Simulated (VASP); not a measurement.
# MgH2 (P4_2/mnm) in VASP: settings compared, part 2 of 2

VASP 6.6.1. Earlier steps stand in the parts before.

### 5 Single point, r2SCAN (volume changed by -3%)

POSCAR reads:

```
MgH2
1.0
    4.4395723756      0.0000000000      0.0000000000
    0.0000000000      4.4395723756      0.0000000000
    0.0000000000      0.0000000000      2.9662059824
Mg H
2 4
Direct
    0.0000000000      0.0000000000      0.0000000000
    0.5000000000      0.5000000000      0.5000000000
    0.3046815063      0.3046815063      0.0000000000
    0.1953184937      0.8046815063      0.5000000000
    0.8046815063      0.1953184937      0.5000000000
    0.6953184937      0.6953184937      0.0000000000
```

INCAR.step1 reads:

```
PREC     = Accurate       # precision mode
ENCUT    = 520            # plane-wave cutoff, eV
ISMEAR   = 0              # smearing method
SIGMA    = 0.01           # smearing width, eV
LREAL    = F              # projectors in reciprocal space
LASPH    = T              # aspherical terms in the spheres
NELM     = 100            # most SCF steps
NBANDS   = 13             # bands
GGA      = PE             # functional
ALGO     = Normal         # electronic algorithm
EDIFF    = 1E-4           # SCF threshold, eV
LWAVE    = T              # write WAVECAR
LCHARG   = F              # write CHGCAR
```

INCAR.step2 reads:

```
PREC     = Accurate       # precision mode
ENCUT    = 520            # plane-wave cutoff, eV
EDIFF    = 1E-6           # SCF threshold, eV
ISMEAR   = 0              # smearing method
SIGMA    = 0.01           # smearing width, eV
LREAL    = F              # projectors in reciprocal space
LASPH    = T              # aspherical terms in the spheres
NELM     = 100            # most SCF steps
ALGO     = Normal         # electronic algorithm
ISIF     = 2              # what is computed and relaxed
LWAVE    = F              # write WAVECAR
LCHARG   = F              # write CHGCAR
METAGGA  = R2SCAN         # meta-GGA
LMIXTAU  = T            
NBANDS   = 13             # bands
ISTART   = 1
```

KPOINTS reads:

```
regular mesh
0
Gamma
  6 6 8
```

Potentials or basis: VASP PAW PBE potentials, release 64 (Mg, H).

Launch:

```
cat potpaw_PBE.64/Mg/POTCAR potpaw_PBE.64/H/POTCAR > POTCAR
cp INCAR.step1 INCAR
mpirun -np 1 vasp_std > vasp.out
cp INCAR.step2 INCAR
mpirun -np 1 vasp_std > vasp.out
```

OUTCAR:

```text
PREC = Accurate
   ENCUT = 520
   EDIFF = 1E-6
   ISMEAR = 0
   LREAL = F
   LASPH = T
   NELM = 100
   ISIF = 2
   METAGGA = R2SCAN
   ISTART = 1

 ion  position               nearest neighbor table
   1  0.000  0.000  0.000-   3 1.91   6 1.91   5 1.92   4 1.92   4 1.92   5 1.92   2 3.47   2 3.47
                             2 3.47   2 3.47   2 3.47   2 3.47   2 3.47   2 3.47
   2  0.500  0.500  0.500-   4 1.91   5 1.91   3 1.92   6 1.92   3 1.92   6 1.92   1 3.47   1 3.47
                             1 3.47   1 3.47   1 3.47   1 3.47   1 3.47   1 3.47
   3  0.305  0.305  0.000-   1 1.91   2 1.92   2 1.92
   4  0.195  0.805  0.500-   2 1.91   1 1.92   1 1.92
   5  0.805  0.195  0.500-   2 1.91   1 1.92   1 1.92
   6  0.695  0.695  0.000-   1 1.91   2 1.92   2 1.92
[... 595 lines left out ...]
  Total        0.4130625      0.4130625      0.5970089     -0.0000000      0.0000000      0.0000000
  in kB       11.3199047     11.3199047     16.3609230     -0.0000000      0.0000000      0.0000000
  external PRESSURE =      13.0002441 kB  Pullay stress =       0.0000000 kB

 VOLUME and BASIS-vectors are now :
 -----------------------------------------------------------------------------
  energy-cutoff  :      520.00
  volume of cell :       58.46
      direct lattice vectors                 reciprocal lattice vectors
     4.439572376  0.000000000  0.000000000     0.225246919  0.000000000  0.000000000
     0.000000000  4.439572376  0.000000000     0.000000000  0.225246919  0.000000000
     0.000000000  0.000000000  2.966205982     0.000000000  0.000000000  0.337131004

 POSITION                                       TOTAL-FORCE (eV/Angst)
 -----------------------------------------------------------------------------------
      0.00000      0.00000      0.00000         0.000000      0.000000     -0.000000
      2.21979      2.21979      1.48310         0.000000      0.000000     -0.000000
      1.35266      1.35266      0.00000        -0.007460     -0.007460      0.000000
      0.86713      3.57244      1.48310         0.007460     -0.007460     -0.000000
      3.57244      0.86713      1.48310        -0.007460      0.007460     -0.000000
      3.08692      3.08692      0.00000         0.007460      0.007460     -0.000000
 -----------------------------------------------------------------------------------
    total drift:                                0.000000     -0.000000      0.000000

  FREE ENERGIE OF THE ION-ELECTRON SYSTEM (eV)
  ---------------------------------------------------
  free  energy   TOTEN  =       -23.7204007320 eV

  energy  without entropy=      -23.7204007320  energy(sigma->0) =      -23.72040073
```

OUTCAR.step1:

```text
PREC = Accurate
   ENCUT = 520
   ISMEAR = 0
   LREAL = F
[... 626 lines left out ...]
      1.35266      1.35266      0.00000        -0.019678     -0.019678      0.000000
      0.86713      3.57244      1.48310         0.019678     -0.019678     -0.000000
      3.57244      0.86713      1.48310        -0.019678      0.019678     -0.000000
      3.08692      3.08692      0.00000         0.019678      0.019678     -0.000000
 -----------------------------------------------------------------------------------
    total drift:                                0.000000     -0.000000      0.000000

  FREE ENERGIE OF THE ION-ELECTRON SYSTEM (eV)
  ---------------------------------------------------
  free  energy   TOTEN  =       -17.6314035765 eV

  energy  without entropy=      -17.6314035765  energy(sigma->0) =      -17.63140358
```

Wall time 3.1 min (1 thread of AMD EPYC 7R13, shared host); peak memory 0.17 GiB.

Results:

- Free energy: -23.7204 eV
- Pressure: 1.3 GPa
- Largest force: 0.011 eV/Å
- Band gap on the k mesh: 4.53 eV, indirect (least direct gap 5.34 eV)

Forces in eV/Å, atoms in the order of the input:
```
Mg   0.000  0.000  0.000
Mg   0.000  0.000  0.000
H   -0.007 -0.007  0.000
H    0.007 -0.007  0.000
H   -0.007  0.007  0.000
H    0.007  0.007  0.000
```

Stress tensor (GPa, compression positive):
```
1.13 0.00 0.00
0.00 1.13 0.00
0.00 0.00 1.64
```

Caveat: the PAW data sets were made with another functional, which shifts forces and pressure a little. A k mesh can miss the band edges.

### 6 Summary

| level | cell | gap on the mesh (eV) | pressure (GPa) | largest force (eV/Å) |
| --- | --- | --- | --- | --- |
| PBE | a = 4.561, b = 4.561, c = 3.043 Å, 6 atoms | 3.74 | -1.7 | 0.01 |
| PBE | a = 4.605, b = 4.605, c = 3.072 Å, 6 atoms | 3.67 | -2.9 | 0.02 |
| r2SCAN | a = 4.393, b = 4.393, c = 2.935 Å, 6 atoms | 4.59 | 3.3 | 0.02 |
| r2SCAN | a = 4.440, b = 4.440, c = 2.966 Å, 6 atoms | 4.53 | 1.3 | 0.01 |

Alike in all rows: task single point; potentials or basis VASP PAW PBE potentials, release 64 (Mg, H); no spin polarisation; k mesh 6 × 6 × 8; cutoff (eV) 520; smearing gaussian 0.01 eV.

Caveats: the PAW data sets were made with another functional, which shifts forces and pressure a little (some runs).

Total energies depend on the potentials used, so only differences within one code and one set of settings carry meaning.
